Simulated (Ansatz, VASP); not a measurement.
## One calculation of Ru, two programs

```
Ru
1.0
     0.00000    2.81509    2.81509
     2.81509    0.00000    2.81509
     2.81509    2.81509    0.00000
Ru
2
Direct
  0.12500 0.12500 0.12500
  0.87500 0.87500 0.87500
```

Alike in both runs: task single point; functional RPBE; k mesh 11 × 11 × 11; occupations fermi-dirac, width 0.1 eV; no spin polarisation.

```csv
,VASP,Ansatz
version,VASP 6.6.1,Ansatz 0.2.0
potentials or method,"VASP PAW PBE potentials, release 64 (Ru_pv), cutoff 520 eV","plane waves (420 eV) with PAW, scalar-relativistic"
valence electrons in the cell,28,32
```

|  | VASP | Ansatz | Ansatz less VASP |
| --- | --- | --- | --- |
| pressure (GPa) | -9.6 | -9.7 | -0.13 |

VASP's potentials were made for PBE, not for RPBE. VASP's potentials hold 28 valence electrons a cell and Ansatz's 32, so a difference there can come from the potentials and not from the codes.
